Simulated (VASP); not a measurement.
A run of VASP 6.6.1 is set up as follows.

INCAR

```
SYSTEM = MgS
  PREC = Accurate
  ENCUT = 520
  EDIFF = 1E-6
  ISMEAR = 0
  SIGMA = 0.05
  LREAL = .False.
  LASPH = .True.
  NELM = 100
  ALGO = Normal
  ISIF = 2
  LWAVE = .False.
  LCHARG = .True.
  GGA = PS
  LELF = .True.
  LVHAR = .True.
  NBANDS = 11
```

KPOINTS

```
Automatic mesh
0
Gamma
  8 8 8
  0 0 0
```

Contents of POSCAR:

```
MgS
1.0
    0.0000000000      2.5366087500      2.4715675000
    2.5366087500      0.0000000000      2.4715675000
    2.5366087500      2.5366087500      0.0000000000
Mg S
1 1
Direct
    0.0000000000      0.0000000000      0.0000000000
    0.5000000000      0.5000000000      0.5000000000
```

Potentials or basis: VASP PAW PBE potentials, release 64 (Mg, S).

Command:

```console
$ cat potpaw_PBE.64/Mg/POTCAR potpaw_PBE.64/S/POTCAR > POTCAR
$ mpirun -np 1 vasp_std > vasp.out
```

Q: Estimate the band gap on the k mesh.

A: 2.77 eV, indirect (least direct gap 4.40 eV).

Q: What does it give for the pressure?

A: 8.4 GPa.

Stress tensor (GPa, compression positive):
```
 6.81  0.00  0.00
 0.00  6.81  0.00
 0.00  0.00 11.51
```

Caveat: the cell differs from its parent crystal (strain -0.025 along x and y, -0.050 along z); the PAW data sets were made with another functional, which shifts forces and pressure a little. A k mesh can miss the band edges.
